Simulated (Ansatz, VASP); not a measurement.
## NbAs: VASP beside Ansatz

```
Nb As
1.0
     3.01304    0.00000    0.00000
     0.00000    3.01304    0.00000
     0.00000    0.00000    3.01304
Nb As
1 1
Direct
  0.00000 0.00000 0.00000
  0.50000 0.50000 0.50000
```

Change from the starting cell: volume scaled by 0.85, LAPW.

Alike in both runs: task single point; functional PBEsol; k mesh 13 × 13 × 13; occupations fermi-dirac, width 0.1 eV; no spin polarisation.

|  | VASP | Ansatz |
| --- | --- | --- |
| version | VASP 6.6.1 | Ansatz 0.2.0 |
| potentials or method | VASP PAW PBE potentials, release 64 (Nb_sv, As), cutoff 500 eV | all-electron LAPW, scalar-relativistic |

Ansatz gave:

- pressure (GPa): 42.2

Q: Estimate VASP's values.

A: Pressure (GPa): 42.7.

VASP's potentials were made for PBE, not for PBEsol. Both programs put the cell under a high pressure, so it lies far from rest at this level. Ansatz ran all-electron here, and VASP with PAW potentials.
